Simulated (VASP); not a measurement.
Here is a VASP 6.6.1 calculation.

Contents of INCAR:

```
  PREC = Accurate
  ENCUT = 600
  EDIFF = 1E-6
  ISMEAR = 0
  SIGMA = 0.1
  LREAL = False
  LASPH = True
  NELM = 150
  ALGO = Normal
  ISIF = 3
  LWAVE = False
  LCHARG = False
  ISPIN = 2
  MAGMOM = 0.67 0.67 0.67 0
  LORBIT = 11
  LMAXMIX = 4
  GGA = PE
  IBRION = 2
  NSW = 90
  EDIFFG = -0.04
```

The input KPOINTS:

```
Automatic mesh
0
Gamma
  4 4 4
```

File POSCAR:

```
Rh3I
1.0
    4.2938053397      0.0000000000      0.0000000000
    0.0000000000      4.2938053397      0.0000000000
    0.0000000000      0.0000000000      4.2938053397
Rh I
3 1
Direct
    0.0000000000      0.5000000000      0.5000000000
    0.5000000000      0.0000000000      0.5000000000
    0.5000000000      0.5000000000      0.0000000000
    0.0000000000      0.0000000000      0.0000000000
```

Potentials or basis: VASP PAW PBE potentials, release 64 (Rh_pv, I).

Run with:

```sh
$ cat potpaw_PBE.64/Rh_pv/POTCAR potpaw_PBE.64/I/POTCAR > POTCAR
$ mpirun -np 1 vasp_std > vasp.out
```

Q: What does it give for the relaxed volume?

A: 16.29 Å³/atom.

Q: What does it give for the net moment?

A: 0.00 μB per cell.

Q: Predict the space group after relaxing (to 0.1 Å).

A: Pm-3m (No. 221).

The path:
| step | energy change (eV) | largest force (eV/Å) | pressure (GPa) | volume (Å³) |
| --- | --- | --- | --- | --- |
| 1 | 0.0000 | 0.0000 | -18.62 | 79.16 |
| 2 | -0.0165 | 0.0000 | 39.64 | 55.63 |
| 3 | -1.0088 | 0.0000 | -1.19 | 65.51 |
| 4 | -1.0105 | 0.0000 | -0.31 | 65.15 |

Caveat: the k points lie up to 0.39 Å⁻¹ apart in the final cell; the volume moved by over 15 % at a fixed basis, so the end points are rough.
